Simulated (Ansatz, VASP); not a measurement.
**LiH in VASP and in Ansatz**

POSCAR

```
LiH
1.0
    2.7815484432      0.0000000000      0.0000000000
   -1.3907742216      2.4088916137      0.0000000000
    0.0000000000      0.0000000000      4.8729607008
Li H
2 2
Direct
    0.0000000000      0.0000000000      0.0000000000
    0.0000000000      0.0000000000      0.5000000000
    0.3333333333      0.6666666667      0.2500000000
    0.6666666667      0.3333333333      0.7500000000
```

The input INCAR.step1:

```
SYSTEM = LiH
ALGO = Normal
EDIFF = 1E-5
ENCUT = 520
GGA = PE
ISIF = 2
ISMEAR = 0
LASPH = .TRUE.
LCHARG = .FALSE.
LREAL = .FALSE.
LWAVE = .TRUE.
NBANDS = 12
NELM = 100
PREC = Accurate
SIGMA = 0.01
```

The input INCAR.step2:

```
SYSTEM = LiH
ALGO = Normal
EDIFF = 1E-6
ENCUT = 520
GGA = PE
HFSCREEN = 0.2079
ISIF = 2
ISMEAR = 0
ISTART = 1
LASPH = .TRUE.
LCHARG = .FALSE.
LHFCALC = .TRUE.
LREAL = .FALSE.
LWAVE = .FALSE.
NBANDS = 12
NELM = 100
PREC = Accurate
PRECFOCK = Normal
SIGMA = 0.01
```

KPOINTS

```
k-points
0
G
  6 6 4
  0 0 0
```

Input for Ansatz:

```yaml
crystal:
  lattice:
    - [2.7815484432, 0.0, 0.0]
    - [-1.3907742216, 2.4088916137, 0.0]
    - [0.0, 0.0, 4.8729607008]
  atoms:
    - { symbol: Li, position: [0.0, 0.0, 0.0] }
    - { symbol: Li, position: [0.0, 0.0, 0.5] }
    - { symbol: H, position: [0.3333333333, 0.6666666667, 0.25] }
    - { symbol: H, position: [0.6666666667, 0.3333333333, 0.75] }
kpoints:
  mp_grid: { grid: [6, 6, 4] }
  band_path:
    path:
      - [0.0, 0.0, 0.0]
      - [0.5, 0.0, 0.0]
      - [0.3333333333, 0.3333333333, 0.0]
      - [0.0, 0.0, 0.5]
      - [0.5, 0.0, 0.5]
      - [0.3333333333, 0.3333333333, 0.5]
      - [0.0, 0.5, 0.0]
      - [0.0, -0.5, 0.416667]
      - [0.5, 0.0, 0.25]
    npoints: 1
hamiltonian:
  xc: hse06
scf:
  occupations: { method: fixed }
  n_extra_bands: 5
output:
  forces: true
  stress: true
  eigenvalues: true
  write_density: true
  write_potential: true
  elf: true
  volumetric_format: npy
```

Alike in both runs: task single point; functional HSE06; k mesh 6 × 6 × 4; no spin polarisation.

```csv
,VASP,Ansatz
version,VASP 6.6.1,Ansatz 0.2.0
potentials or method,"VASP PAW PBE potentials, release 64 (Li_sv, H)","plane waves, PAW"
plane-wave cutoff (eV),520,420
occupations,"gaussian, width 0.01 eV",fixed
valence electrons in the cell,8,8
```

|  | VASP | Ansatz | Ansatz less VASP |
| --- | --- | --- | --- |
| gap on the k mesh at the Fermi level (eV) | 5.39 | 5.39 | -0.004 |

Ansatz's warnings: stress exchange threshold loose, stress scf threshold loose.

The k mesh is coarse, so the values compare programs but aren't converged. Noted on VASP's run: the cutoff is short for stress, so the pressure is rough.
